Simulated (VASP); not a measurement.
A run of VASP 6.6.1 is set up as follows.

INCAR

```
  PREC = Accurate
  ENCUT = 520
  EDIFF = 1E-6
  ISMEAR = 0
  SIGMA = 0.1
  LREAL = False
  LASPH = True
  NELM = 80
  ALGO = Normal
  ISIF = 2
  LWAVE = False
  LCHARG = False
  GGA = PE
  NBANDS = 24
```

KPOINTS

```
regular mesh
0
Gamma
  4 4 4
```

File POSCAR:

```
Zr2B3
1.0
    4.2195359464      0.0000000000      0.0000000000
    0.0000000000      4.2195359464      0.0000000000
    0.0000000000      0.0000000000      4.2195359464
Zr B
2 3
Direct
    0.0000000000      0.0000000000      0.0000000000
    0.5000000000      0.5000000000      0.5000000000
    0.5000000000      0.0000000000      0.0000000000
    0.0000000000      0.5000000000      0.0000000000
    0.0000000000      0.0000000000      0.5000000000
```

Potentials or basis: VASP PAW PBE potentials, release 64 (Zr_sv, B).

Launch:

```bash
$ cat potpaw_PBE.64/Zr_sv/POTCAR potpaw_PBE.64/B/POTCAR > POTCAR
$ mpirun -np 1 vasp_std > vasp.out
```

**Question.** What does it give for the pressure?

**Answer.** 0.2 GPa.

Caveat: the k points lie up to 0.37 Å⁻¹ apart.
